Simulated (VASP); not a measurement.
A run of VASP 6.6.1 is set up as follows.

INCAR

```
PREC = Accurate
ENCUT = 600
EDIFF = 1E-7
ISMEAR = 0
SIGMA = 0.1
LREAL = False
LASPH = True
NELM = 60
ALGO = Normal
ISIF = 3
LWAVE = False
LCHARG = False
GGA = PE
IBRION = 2
NSW = 100
EDIFFG = -0.01
```

The input KPOINTS:

```
Automatic mesh
0
Gamma
  12 12 12
```

Contents of POSCAR:

```
B4Ru
1.0
    3.4613378014      0.0000000000      0.0000000000
    0.0000000000      3.4613378014      0.0000000000
    0.0000000000      0.0000000000      3.4613378014
B Ru
4 1
Direct
    0.0000000000      0.0000000000      0.0000000000
    0.5000000000      0.0000000000      0.0000000000
    0.0000000000      0.5000000000      0.0000000000
    0.0000000000      0.0000000000      0.5000000000
    0.5000000000      0.5000000000      0.5000000000
```

Potentials or basis: VASP PAW PBE potentials, release 64 (B, Ru_pv).

Launch:

```sh
$ cat potpaw_PBE.64/B/POTCAR potpaw_PBE.64/Ru_pv/POTCAR > POTCAR
$ mpirun -np 1 vasp_std > vasp.out
```

Task: Estimate the band gap on the k mesh.

Result: Zero (band 13 reaches 10.37 eV, above the bottom of band 14 at 8.79 eV).

Final structure:
```
B Ru
1.0
     3.46134    0.00000    0.00000
     0.00000    3.46134    0.00000
     0.00000    0.00000    3.46134
B Ru
4 1
Direct
  0.00000 0.00000 0.00000
  0.50000 0.00000 0.00000
  0.00000 0.50000 0.00000
  0.00000 0.00000 0.50000
  0.50000 0.50000 0.50000
```

Caveat: the relaxation stopped at its first step, so nothing moved.
